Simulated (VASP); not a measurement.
# LiH3 (I4/mmm) in VASP: notebook

LiH3 is run at these levels: PBE; tasks: single point, relaxation of cell and atoms.

All numbers are computed with VASP 6.6.1; they aren't measurements. Logs are shortened: lines on timing, memory, paths and dates and some standing lists are left out, and cuts for length are marked.

## (1) The cell of the first run

Symmetry: I4/mmm, No. 139, tetragonal system. Conventional cell: a = 3.010 Å, b = 3.010 Å, c = 6.723 Å, α = 90.00°, β = 90.00°, γ = 90.00°. Li (site symmetry 4/mmm) has 12 H at 2.13 to 2.26 Å within 2.8 Å. Within 2.8 Å of H (site symmetry 4/mmm) lie 4 Li at 2.13 Å and 8 H at 2.26 Å. Within 2.8 Å of H (site symmetry -4m2) lie 8 H at 2.13 to 2.26 Å and 4 Li at 2.26 Å.

## (2) Single point, PBE

INCAR reads:

```
SYSTEM = LiH3
PREC = Accurate
ENCUT = 520
EDIFF = 1E-6
ISMEAR = 0
SIGMA = 0.1
LREAL = .FALSE.
LASPH = .TRUE.
NELM = 100
ALGO = Normal
ISIF = 2
LWAVE = .FALSE.
LCHARG = .FALSE.
GGA = PE
NBANDS = 11
```

KPOINTS reads:

```
Automatic mesh
0
G
  8 8 8
  0 0 0
```

POSCAR reads:

```
LiH3
1.0
   -1.5049510102      1.5049510102      3.3617087500
    1.5049510102     -1.5049510102      3.3617087500
    1.5049510102      1.5049510102     -3.3617087500
Li H
1 3
Direct
    0.0000000000      0.0000000000      0.0000000000
    0.5000000000      0.5000000000      0.0000000000
    0.2500000000      0.7500000000      0.5000000000
    0.7500000000      0.2500000000      0.5000000000
```

Potentials or basis: VASP PAW PBE potentials, release 64 (Li_sv, H).

On the command line:

```sh
$ cat potpaw_PBE.64/Li_sv/POTCAR potpaw_PBE.64/H/POTCAR > POTCAR
$ mpirun -np 1 vasp_std > vasp.out
```

OUTCAR:

```text
SYSTEM = LiH3
   PREC = Accurate
   ENCUT = 520
   EDIFF = 1E-6
   ISMEAR = 0
   LREAL = .FALSE.
   LASPH = .TRUE.
   NELM = 100
   ISIF = 2
   GGA = PE

 ion  position               nearest neighbor table
   1  0.000  0.000  0.000-
   2  0.500  0.500  0.000-
   3  0.250  0.750  0.500-
   4  0.750  0.250  0.500-

  LATTYP: Found a body centered tetragonal cell.
 ALAT       =     3.0099020204
 C/A-ratio  =     2.2337662337

  Lattice vectors:

 A1 = (  -1.5049510102,   1.5049510102,   3.3617087500)
 A2 = (   1.5049510102,  -1.5049510102,   3.3617087500)
 A3 = (   1.5049510102,   1.5049510102,  -3.3617087500)

Analysis of symmetry for initial positions (statically):
=====================================================================
 Subroutine PRICEL returns:
 Original cell was already a primitive cell.

 Routine SETGRP: Setting up the symmetry group for a
 body centered tetragonal supercell.

 Subroutine GETGRP returns: Found 16 space group operations
 (whereof 16 operations were pure point group operations)
 out of a pool of 16 trial point group operations.

The static configuration has the point symmetry D_4h.

Analysis of symmetry for dynamics (positions and initial velocities):
=====================================================================
 Subroutine PRICEL returns:
 Original cell was already a primitive cell.

 Routine SETGRP: Setting up the symmetry group for a
 body centered tetragonal supercell.

 Subroutine GETGRP returns: Found 16 space group operations
 (whereof 16 operations were pure point group operations)
 out of a pool of 16 trial point group operations.

The dynamic configuration has the point symmetry D_4h.

 Subroutine INISYM returns: Found 16 space group operations
 (whereof 16 operations are pure point group operations),
 and found     1 'primitive' translations

----------------------------------------------------------------------------------------

                                     Primitive cell

  volume of cell :      30.4554

  direct lattice vectors                    reciprocal lattice vectors
    -1.504951010  1.504951010  3.361708750     0.000000000  0.332236728  0.148733884
     1.504951010 -1.504951010  3.361708750     0.332236728  0.000000000  0.148733884
     1.504951010  1.504951010 -3.361708750     0.332236728  0.332236728  0.000000000

  length of vectors
     3.978798915  3.978798915  3.978798915     0.364009632  0.364009632  0.469853687

  position of ions in fractional coordinates (direct lattice)
     0.000000000  0.000000000  0.000000000
     0.500000000  0.500000000  0.000000000
     0.250000000  0.750000000  0.500000000
     0.750000000  0.250000000  0.500000000

  ion indices of the primitive-cell ions
   primitive index   ion index
                 1           1
                 2           2
                 3           3
                 4           4

----------------------------------------------------------------------------------------

 KPOINTS: Automatic mesh

Automatic generation of k-mesh.
 Grid dimensions read from file:
 generate k-points for:    8    8    8

 Generating k-lattice:

  Cartesian coordinates                     Fractional coordinates (reciprocal lattice)
     0.000000000  0.041529591  0.018591736     0.125000000  0.000000000 -0.000000000
     0.041529591  0.000000000  0.018591736     0.000000000  0.125000000 -0.000000000
     0.041529591  0.041529591  0.000000000     0.000000000  0.000000000  0.125000000

  Length of vectors
     0.045501204  0.045501204  0.058731711

  Shift w.r.t. Gamma in fractional coordinates (k-lattice)
     0.000000000  0.000000000  0.000000000

 Subroutine IBZKPT returns following result:
 ===========================================

 Found     59 irreducible k-points:

 Following reciprocal coordinates:
            Coordinates               Weight
  0.000000  0.000000  0.000000      1.000000
  0.125000 -0.000000  0.000000      8.000000
  0.250000 -0.000000  0.000000      8.000000
  0.375000 -0.000000  0.000000      8.000000
  0.500000 -0.000000  0.000000      4.000000
  0.125000  0.125000  0.000000      8.000000
[... 16 lines left out ...]
  0.250000  0.125000  0.125000     16.000000
  0.375000  0.125000  0.125000      8.000000
 [... further k-points ...]
   k-points           NKPTS =     59   k-points in BZ     NKDIM =     59   number of bands    NBANDS=     11
   number of dos      NEDOS =    301   number of ions     NIONS =      4
   total plane-waves  NPLWV =  27000
   dimension x,y,z NGX =    30 NGY =   30 NGZ =   30
   dimension x,y,z NGXF=    60 NGYF=   60 NGZF=   60
   ions per type =               1   3
   NGX,Y,Z   is equivalent  to a cutoff of  12.53, 12.53, 12.53 a.u.
   NGXF,Y,Z  is equivalent  to a cutoff of  25.07, 25.07, 25.07 a.u.
 SYSTEM =  LiH3
   PREC   = accura    normal or accurate (medium, high low for compatibility)
   ISTART =      0    job   : 0-new  1-cont  2-samecut
   ICHARG =      2    charge: 1-file 2-atom 10-const
   ISPIN  =      1    spin polarized calculation?
   LNONCOLLINEAR =      F non collinear calculations
   LSORBIT =      F    spin-orbit coupling
   LASPH  =      T    aspherical Exc in radial PAW
   ENCUT  =  520.0 eV  38.22 Ry    6.18 a.u.   7.40  7.40  7.40*2*pi/ulx,y,z
   NELM   =    100;   NELMIN=  2; NELMDL= -5     # of ELM steps
   EDIFF  = 0.1E-05   stopping-criterion for ELM
   LREAL  =      F    real-space projection
   EDIFFG = 0.1E-04   stopping-criterion for IOM
   NSW    =      0    number of steps for IOM
   IBRION =     -1    ionic relax: 0-MD 1-quasi-New 2-CG
   NFREE  =      0    steps in history (QN), initial steepest desc. (CG)
   ISIF   =      2    stress and relaxation
   ISYM   =      2    0-nonsym 1-usesym 2-fastsym
   POTIM  = 0.5000    time-step for ionic-motion
   TEBEG  =    0.0;   TEEND  =   0.0 temperature during run
   PSTRESS=    0.0 pullay stress
   NELECT =       6.0000    total number of electrons
   NUPDOWN=      -1.0000    fix difference up-down
   EMIN   =  10.00;   EMAX   =-10.00  energy-range for DOS
   EFERMI =   0.00;   METHOD = LEGACY
   ISMEAR =     0;   SIGMA  =   0.10  broadening in eV -4-tet -1-fermi 0-gaus
   EFERMI_NEDOS =   21; number of points for ismear=-14 and -15
   IALGO  =     38    algorithm
   IMIX   =      4    mixing-type and parameters
     AMIX     =   0.40;   BMIX     =  1.00
     AMIX_MAG =   1.60;   BMIX_MAG =  1.00
  volume/ion in A,a.u.               =       7.61        51.38
  Fermi-wavevector in a.u.,A,eV,Ry     =   0.952585  1.800124 12.346169  0.907418
  Thomas-Fermi vector in A             =   2.081161
   LORBIT       =      0    0 simple, 1 ext, 2 COOP (PROOUT), +10 PAW based schemes
   GGA     = PE    functional components
   LHFCALC =     F    Hartree Fock is set to
   AEXX    =    0.0000 exact exchange contribution
   IVDW    =     0    specifies the selected vdW correction
   LEPSILON=     F    determine dielectric tensor
   LRPA    =     F    only Hartree local field effects (RPA)
 non-spin polarized calculation
 Gauss-broadening in eV      SIGMA  =   0.10
  energy-cutoff  :      520.00
  volume of cell :       30.46
 maximum number of plane-waves:       841
 NGX is ok and might be reduce to    30
   NGX = 15   NGY = 15   NGZ = 15

 number of electron       6.0000000 magnetization

 Free energy of the ion-electron system (eV)
  ---------------------------------------------------
  ext. energy  EPLUGINS =         0.00000000
  ---------------------------------------------------
  free energy    TOTEN  =        -9.08799808 eV

  energy without entropy =       -9.07863972  energy(sigma->0) =       -9.08331890

 E-fermi :  -0.5430     XC(G=0):  -8.3874

 val. band max:       -0.5542473924   @ k =   0.2500   0.2500   0.1250
 cond. band min:      -0.5295201139   @ k =  -0.3750   0.2500  -0.0000
 fundamental gap:      0.0247272786
 Fermi energy:        -0.5429901337

 k-point     1 :       0.0000    0.0000    0.0000
  band No.  band energies     occupation
      1     -45.7492      2.00000
      2      -8.0111      2.00000
      3       0.9171      0.00000
      4       3.1761      0.00000
      5       6.1819      0.00000
      6      11.2208      0.00000
      7      11.2208      0.00000
      8      13.5976      0.00000
      9      13.6347      0.00000
     10      13.6348      0.00000
     11      14.2516      0.00000

 k-point     2 :       0.1250   -0.0000    0.0000
  band No.  band energies     occupation
      1     -45.7479      2.00000
      2      -7.7670      2.00000
      3       0.6566      0.00000
      4       2.5995      0.00000
      5       6.6511      0.00000
      6       9.5649      0.00000
      7      11.2589      0.00000
      8      11.8702      0.00000
      9      14.1915      0.00000
     10      14.3806      0.00000
     11      15.9344      0.00000

 k-point     3 :       0.2500   -0.0000    0.0000
  band No.  band energies     occupation
      1     -45.7448      2.00000
      2      -7.0450      2.00000
      3      -0.0535      0.00000
      4       1.1578      0.00000
      5       7.0752      0.00000
      6       8.7971      0.00000
      7      11.4001      0.00000
      8      11.5526      0.00000
      9      14.0574      0.00000
     10      15.6324      0.00000
     11      17.9425      0.00000
[... 267 lines left out ...]
 k-point    23 :       0.2500    0.1250    0.1250
  band No.  band energies     occupation
      1     -45.7380      2.00000
      2      -5.0795      2.00000
      3      -1.1496      2.00000
      4       0.2165      0.00000
      5       6.3809      0.00000
      6       6.5008      0.00000
      7       8.4892      0.00000
      8      10.9073      0.00000
      9      13.1967      0.00000
     10      16.4457      0.00000
     11      20.3641      0.00000

 k-point    24 :       0.3750    0.1250    0.1250
  band No.  band energies     occupation
      1     -45.7368      2.00000
      2      -4.0754      2.00000
      3      -2.3972      2.00000
      4       0.1773      0.00000
      5       6.2673      0.00000
      6       6.5042      0.00000
      7       8.2670      0.00000
      8      10.6698      0.00000
      9      14.1080      0.00000
     10      16.3990      0.00000
     11      19.5818      0.00000

 [... further k-points ...]

------------------------ aborting loop because EDIFF is reached ----------------------------------------

  FORCE on cell =-STRESS in cart. coord.  units (eV):
  Direction    XX          YY          ZZ          XY          YZ          ZX
  --------------------------------------------------------------------------------------
  -------------------------------------------------------------------------------------
  Total       -1.5228695     -1.5228695     -2.5362291      0.0000000     -0.0000000      0.0000000
  in kB      -80.1140122    -80.1140122   -133.4240922      0.0000000     -0.0000000      0.0000000
  external PRESSURE =     -97.8840389 kB  Pullay stress =       0.0000000 kB

 VOLUME and BASIS-vectors are now :
 -----------------------------------------------------------------------------
  energy-cutoff  :      520.00
  volume of cell :       30.46
      direct lattice vectors                 reciprocal lattice vectors
    -1.504951010  1.504951010  3.361708750     0.000000000  0.332236728  0.148733884
     1.504951010 -1.504951010  3.361708750     0.332236728  0.000000000  0.148733884
     1.504951010  1.504951010 -3.361708750     0.332236728  0.332236728  0.000000000

 POSITION                                       TOTAL-FORCE (eV/Angst)
 -----------------------------------------------------------------------------------
      0.00000      0.00000      0.00000        -0.000000     -0.000000     -0.000000
      0.00000      0.00000      3.36171        -0.000000     -0.000000     -0.000000
      1.50495      0.00000      1.68085        -0.000000      0.000000      0.000000
      0.00000      1.50495      1.68085         0.000000     -0.000000      0.000000
 -----------------------------------------------------------------------------------
    total drift:                                0.000000      0.000000      0.000000

  FREE ENERGIE OF THE ION-ELECTRON SYSTEM (eV)
  ---------------------------------------------------
  free  energy   TOTEN  =        -9.0879980833 eV

  energy  without entropy=       -9.0786397246  energy(sigma->0) =       -9.08331890
```

It took 25 s on 1 thread of Intel Xeon Platinum 8259CL at 2.50GHz (Skylake/Cascade Lake), shared host; peak memory 0.16 GiB.

What came out:

```yaml
Free_energy: -9.0880 eV
Band_gap_on_the_k_mesh: zero (bands 3 and 4 overlap by 2.72 eV)
```

Levels at points of the mesh, in eV from the Fermi level:
| k point | band 1 | band 2 | band 3 | band 4 | band 5 | band 6 | band 7 | band 8 |
| --- | --- | --- | --- | --- | --- | --- | --- | --- |
| (0.00, 0.00, 0.00) | -45.21 | -7.47 | 1.46 | 3.72 | 6.72 | 11.76 | 11.76 | 14.14 |
| (0.50, 0.00, 0.00) | -45.20 | -4.42 | -2.39 | 0.68 | 6.89 | 10.21 | 13.44 | 13.61 |
| (0.50, 0.50, 0.00) | -45.19 | -1.71 | -1.14 | -0.36 | 4.69 | 6.07 | 7.87 | 9.90 |
| (0.50, 0.50, 0.50) | -45.21 | -5.62 | -3.61 | 3.15 | 9.53 | 9.53 | 10.71 | 16.51 |

Caveat: the cutoff is under 1.25 times the usual one of these potentials, so pressure, stress and relaxed cells hold a basis-set (Pulay) error.

(Part 1 of 2 ends here.)
